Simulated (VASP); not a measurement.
# MoPd (P-6m2) in VASP: a series of runs

Runs on MoPd. Level: LDA. Tasks: single point.

All numbers are computed with VASP 6.6.1; they aren't measurements. Logs are shortened: lines on timing, memory, paths and dates and some standing lists are left out, and cuts for length are marked.

## Step 1: The cell of the first run

Symmetry: P-6m2, No. 187, hexagonal system. Conventional cell: a = 2.794 Å, b = 2.794 Å, c = 4.566 Å, α = 90.00°, β = 90.00°, γ = 120.00°. Mo (site symmetry -6m2) has 6 Mo at 2.79 Å and 6 Pd at 2.80 Å within 3.7 Å. Within 3.7 Å of Pd (site symmetry -6m2) lie 6 Pd at 2.79 Å and 6 Mo at 2.80 Å.

## Step 2: Single point, LDA

INCAR

```
SYSTEM = MoPd
ALGO = Normal ; EDIFF = 1E-7
ENCUT = 520 ; GGA = CA
ISIF = 2 ; ISMEAR = 1
LASPH = .TRUE. ; LCHARG = .FALSE.
LREAL = .FALSE. ; LWAVE = .FALSE.
NBANDS = 19 ; NELM = 80
PREC = Accurate ; SIGMA = 0.1
```

KPOINTS

```
k-points
0
G
  9 9 5
  0 0 0
```

POSCAR

```
MoPd
1.0
    2.7938960000      0.0000000000      0.0000000000
   -1.3969480000      2.4195850000      0.0000000000
    0.0000000000      0.0000000000      4.5663710000
Mo Pd
1 1
Direct
    0.6666666667      0.3333333333      0.5000000000
    0.3333333333      0.6666666667      0.0000000000
```

Potentials or basis: VASP PAW LDA potentials, release 64 (Mo_sv, Pd).

Started as:

```console
$ cat potpaw_LDA.64/Mo_sv/POTCAR potpaw_LDA.64/Pd/POTCAR > POTCAR
$ mpirun -np 1 vasp_std > vasp.out
```

OUTCAR:

```text
SYSTEM = MoPd
   EDIFF = 1E-7
   ENCUT = 520
   GGA = CA
   ISIF = 2
   ISMEAR = 1
   LASPH = .TRUE.
   LREAL = .FALSE.
   NELM = 80
   PREC = Accurate

 ion  position               nearest neighbor table
   1  0.667  0.333  0.500-   2 2.80   2 2.80   2 2.80   2 2.80   2 2.80   2 2.80
   2  0.333  0.667  0.000-   1 2.80   1 2.80   1 2.80   1 2.80   1 2.80   1 2.80

  LATTYP: Found a hexagonal cell.
 ALAT       =     2.7938960000
 C/A-ratio  =     1.6344097991

  Lattice vectors:

 A1 = (   2.7938960000,   0.0000000000,   0.0000000000)
 A2 = (  -1.3969480000,   2.4195850000,   0.0000000000)
 A3 = (   0.0000000000,   0.0000000000,   4.5663710000)

Analysis of symmetry for initial positions (statically):
=====================================================================
 Subroutine PRICEL returns:
 Original cell was already a primitive cell.

 Routine SETGRP: Setting up the symmetry group for a
 hexagonal supercell.

 Subroutine GETGRP returns: Found 12 space group operations
 (whereof 12 operations were pure point group operations)
 out of a pool of 24 trial point group operations.

The static configuration has the point symmetry D_3h.

Analysis of symmetry for dynamics (positions and initial velocities):
=====================================================================
 Subroutine PRICEL returns:
 Original cell was already a primitive cell.

 Routine SETGRP: Setting up the symmetry group for a
 hexagonal supercell.

 Subroutine GETGRP returns: Found 12 space group operations
 (whereof 12 operations were pure point group operations)
 out of a pool of 24 trial point group operations.

The dynamic configuration has the point symmetry D_3h.

 Subroutine INISYM returns: Found 12 space group operations
 (whereof 12 operations are pure point group operations),
 and found     1 'primitive' translations

----------------------------------------------------------------------------------------

                                     Primitive cell

  volume of cell :      30.8690

  direct lattice vectors                    reciprocal lattice vectors
     2.793896000  0.000000000  0.000000000     0.357923130  0.206647008  0.000000000
    -1.396948000  2.419585000  0.000000000     0.000000000  0.413294015  0.000000000
     0.000000000  0.000000000  4.566371000     0.000000000  0.000000000  0.218992281

  length of vectors
     2.793896000  2.793896077  4.566371000     0.413294027  0.413294015  0.218992281

  position of ions in fractional coordinates (direct lattice)
     0.666666667  0.333333333  0.500000000
     0.333333333  0.666666667  0.000000000

  ion indices of the primitive-cell ions
   primitive index   ion index
                 1           1
                 2           2

----------------------------------------------------------------------------------------

 KPOINTS: k-points

Automatic generation of k-mesh.
 Grid dimensions read from file:
 generate k-points for:    9    9    5

 Generating k-lattice:

  Cartesian coordinates                     Fractional coordinates (reciprocal lattice)
     0.039769237  0.022960779  0.000000000     0.111111111 -0.000000000  0.000000000
     0.000000000  0.045921557  0.000000000     0.000000000  0.111111111  0.000000000
     0.000000000  0.000000000  0.043798456     0.000000000  0.000000000  0.200000000

  Length of vectors
     0.045921559  0.045921557  0.043798456

  Shift w.r.t. Gamma in fractional coordinates (k-lattice)
     0.000000000  0.000000000  0.000000000

 Subroutine IBZKPT returns following result:
 ===========================================

 Found     36 irreducible k-points:

 Following reciprocal coordinates:
            Coordinates               Weight
  0.000000  0.000000  0.000000      1.000000
  0.111111  0.000000  0.000000      6.000000
  0.222222  0.000000  0.000000      6.000000
  0.333333  0.000000  0.000000      6.000000
  0.444444  0.000000  0.000000      6.000000
  0.111111  0.111111  0.000000      6.000000
[... 16 lines left out ...]
  0.333333  0.222222  0.200000     24.000000
  0.333333  0.333333  0.200000      4.000000
 [... further k-points ...]
   k-points           NKPTS =     36   k-points in BZ     NKDIM =     36   number of bands    NBANDS=     19
   number of dos      NEDOS =    301   number of ions     NIONS =      2
   total plane-waves  NPLWV =  20736
   dimension x,y,z NGX =    24 NGY =   24 NGZ =   36
   dimension x,y,z NGXF=    48 NGYF=   48 NGZF=   72
   ions per type =               1   1
   NGX,Y,Z   is equivalent  to a cutoff of  14.28, 14.28, 13.11 a.u.
   NGXF,Y,Z  is equivalent  to a cutoff of  28.56, 28.56, 26.21 a.u.
 SYSTEM =  MoPd
   PREC   = accura    normal or accurate (medium, high low for compatibility)
   ISTART =      0    job   : 0-new  1-cont  2-samecut
   ICHARG =      2    charge: 1-file 2-atom 10-const
   ISPIN  =      1    spin polarized calculation?
   LNONCOLLINEAR =      F non collinear calculations
   LSORBIT =      F    spin-orbit coupling
   LASPH  =      T    aspherical Exc in radial PAW
   ENCUT  =  520.0 eV  38.22 Ry    6.18 a.u.   5.19  5.19  8.49*2*pi/ulx,y,z
   NELM   =     80;   NELMIN=  2; NELMDL= -5     # of ELM steps
   EDIFF  = 0.1E-06   stopping-criterion for ELM
   LREAL  =      F    real-space projection
   EDIFFG = 0.1E-05   stopping-criterion for IOM
   NSW    =      0    number of steps for IOM
   IBRION =     -1    ionic relax: 0-MD 1-quasi-New 2-CG
   NFREE  =      0    steps in history (QN), initial steepest desc. (CG)
   ISIF   =      2    stress and relaxation
   ISYM   =      2    0-nonsym 1-usesym 2-fastsym
   POTIM  = 0.5000    time-step for ionic-motion
   TEBEG  =    0.0;   TEEND  =   0.0 temperature during run
   PSTRESS=    0.0 pullay stress
   NELECT =      24.0000    total number of electrons
   NUPDOWN=      -1.0000    fix difference up-down
   EMIN   =  10.00;   EMAX   =-10.00  energy-range for DOS
   EFERMI =   0.00;   METHOD = LEGACY
   ISMEAR =     1;   SIGMA  =   0.10  broadening in eV -4-tet -1-fermi 0-gaus
   EFERMI_NEDOS =   21; number of points for ismear=-14 and -15
   IALGO  =     38    algorithm
   IMIX   =      4    mixing-type and parameters
     AMIX     =   0.40;   BMIX     =  1.00
     AMIX_MAG =   1.60;   BMIX_MAG =  1.00
  volume/ion in A,a.u.               =      15.43       104.16
  Fermi-wavevector in a.u.,A,eV,Ry     =   1.505351  2.844701 30.831917  2.266082
  Thomas-Fermi vector in A             =   2.616211
   LORBIT       =      0    0 simple, 1 ext, 2 COOP (PROOUT), +10 PAW based schemes
   GGA     = CA    functional components
   LHFCALC =     F    Hartree Fock is set to
   AEXX    =    0.0000 exact exchange contribution
   IVDW    =     0    specifies the selected vdW correction
   LEPSILON=     F    determine dielectric tensor
   LRPA    =     F    only Hartree local field effects (RPA)
 non-spin polarized calculation
 Methfessel and Paxton  Order N= 1 SIGMA  =   0.10
  energy-cutoff  :      520.00
  volume of cell :       30.87
 maximum number of plane-waves:       848
 NGX is ok and might be reduce to    24
   NGX = 11   NGY = 11   NGZ = 17

 number of electron      24.0000003 magnetization

 Free energy of the ion-electron system (eV)
  ---------------------------------------------------
  ext. energy  EPLUGINS =         0.00000000
  ---------------------------------------------------
  free energy    TOTEN  =       -18.52517415 eV

  energy without entropy =      -18.52426632  energy(sigma->0) =      -18.52487154

 E-fermi :  10.9536     XC(G=0): -13.4756

 val. band max:       10.9440709537   @ k =   0.2222   0.2222   0.0000
 cond. band min:      10.9761823536   @ k =   0.3333   0.0000   0.4000
 fundamental gap:      0.0321114000
 Fermi energy:        10.9536464399

 k-point     1 :       0.0000    0.0000    0.0000
  band No.  band energies     occupation
      1     -49.6800      2.00000
      2     -24.0232      2.00000
      3     -23.2697      2.00000
      4     -23.2697      2.00000
      5       3.6249      2.00000
      6       5.4772      2.00000
[... 11 lines left out ...]
     18      25.0823      0.00000
     19      27.4227      0.00000

 k-point     2 :       0.1111    0.0000    0.0000
  band No.  band energies     occupation
      1     -49.6598      2.00000
      2     -24.0042      2.00000
      3     -23.4068      2.00000
      4     -23.3008      2.00000
      5       4.0315      2.00000
      6       5.7588      2.00000
[... 11 lines left out ...]
     18      25.8812      0.00000
     19      27.9240      0.00000

 k-point     3 :       0.2222    0.0000    0.0000
  band No.  band energies     occupation
      1     -49.6083      2.00000
      2     -23.9557      2.00000
      3     -23.7454      2.00000
      4     -23.3788      2.00000
      5       5.0548      2.00000
      6       6.2143      2.00000
[... 11 lines left out ...]
     18      24.6947      0.00000
     19      27.2960      0.00000

 k-point     4 :       0.3333    0.0000    0.0000
  band No.  band energies     occupation
      1     -49.5492      2.00000
      2     -24.1168      2.00000
      3     -23.9000      2.00000
      4     -23.4661      2.00000
      5       5.7862      2.00000
      6       6.2106      2.00000
[... 11 lines left out ...]
     18      21.2647      0.00000
     19      25.1670      0.00000

 k-point     5 :       0.4444    0.0000    0.0000
  band No.  band energies     occupation
      1     -49.5102      2.00000
      2     -24.3521      2.00000
      3     -23.8633      2.00000
      4     -23.5224      2.00000
      5       5.6296      2.00000
      6       6.0799      2.00000
[... 11 lines left out ...]
     18      20.7759      0.00000
     19      23.5191      0.00000
[... 334 lines left out ...]
      2     -24.3413      2.00000
      3     -23.8528      2.00000
      4     -23.6169      2.00000
      5       5.6530      2.00000
      6       6.0266      2.00000
[... 11 lines left out ...]
     18      21.6653      0.00000
     19      22.7399      0.00000

 k-point    22 :       0.2222    0.2222    0.2000
  band No.  band energies     occupation
      1     -49.5230      2.00000
      2     -24.1327      2.00000
      3     -23.8755      2.00000
      4     -23.6591      2.00000
      5       6.3077      2.00000
      6       6.5830      2.00000
[... 11 lines left out ...]
     18      21.8187      0.00000
     19      23.4783      0.00000

 k-point    23 :       0.3333    0.2222    0.2000
  band No.  band energies     occupation
      1     -49.4931      2.00000
      2     -24.2159      2.00000
      3     -23.8462      2.00000
      4     -23.8061      2.00000
      5       6.0818      2.00000
      6       6.6825      2.00000
[... 11 lines left out ...]
     18      21.0832      0.00000
     19      23.1495      0.00000

 k-point    24 :       0.3333    0.3333    0.2000
  band No.  band energies     occupation
      1     -49.4828      2.00000
      2     -24.0570      2.00000
      3     -24.0496      2.00000
      4     -23.8361      2.00000
      5       6.3047      2.00000
      6       6.8150      2.00000
[... 11 lines left out ...]
     18      22.6866      0.00000
     19      23.5363      0.00000

 [... further k-points ...]
[... 5 lines left out ...]
  --------------------------------------------------------------------------------------
  -------------------------------------------------------------------------------------
  Total       -2.9060116     -2.9060118     -2.7288332      0.0000000      0.0000000      0.0000000
  in kB     -150.8292630   -150.8292740   -141.6332653      0.0000000      0.0000000      0.0000000
  external PRESSURE =    -147.7639341 kB  Pullay stress =       0.0000000 kB

 VOLUME and BASIS-vectors are now :
 -----------------------------------------------------------------------------
  energy-cutoff  :      520.00
  volume of cell :       30.87
      direct lattice vectors                 reciprocal lattice vectors
     2.793896000  0.000000000  0.000000000     0.357923130  0.206647008  0.000000000
    -1.396948000  2.419585000  0.000000000     0.000000000  0.413294015  0.000000000
     0.000000000  0.000000000  4.566371000     0.000000000  0.000000000  0.218992281

 POSITION                                       TOTAL-FORCE (eV/Angst)
 -----------------------------------------------------------------------------------
      1.39695      0.80653      2.28319        -0.000000      0.000000      0.000000
     -0.00000      1.61306      0.00000         0.000000     -0.000000      0.000000
 -----------------------------------------------------------------------------------
    total drift:                               -0.000000      0.000000      0.000000

  FREE ENERGIE OF THE ION-ELECTRON SYSTEM (eV)
  ---------------------------------------------------
  free  energy   TOTEN  =       -18.5251741499 eV

  energy  without entropy=      -18.5242663246  energy(sigma->0) =      -18.52487154
```

Run time: 12 s. Hardware: 1 thread of Intel Xeon Platinum 8488C (Sapphire Rapids), shared host; peak memory 0.15 GiB.

What came out:

| Quantity | Value |
| --- | --- |
| Free energy | -18.5252 eV |
| Pressure | -14.8 GPa |
| Band gap on the k mesh | zero (band 12 reaches 12.09 eV, above the bottom of band 13 at 10.24 eV) |

Stress tensor (GPa, compression positive):
```
-15.08   0.00   0.00
  0.00 -15.08   0.00
  0.00   0.00 -14.16
```

Levels at points of the mesh, in eV from the Fermi level:
| k point | band 10 | band 11 | band 12 | band 13 | band 14 | band 15 |
| --- | --- | --- | --- | --- | --- | --- |
| (0.00, 0.00, 0.00) | -2.08 | -2.08 | -0.48 | -0.48 | 0.86 | 2.33 |

(Part 1 of 3 ends here.)
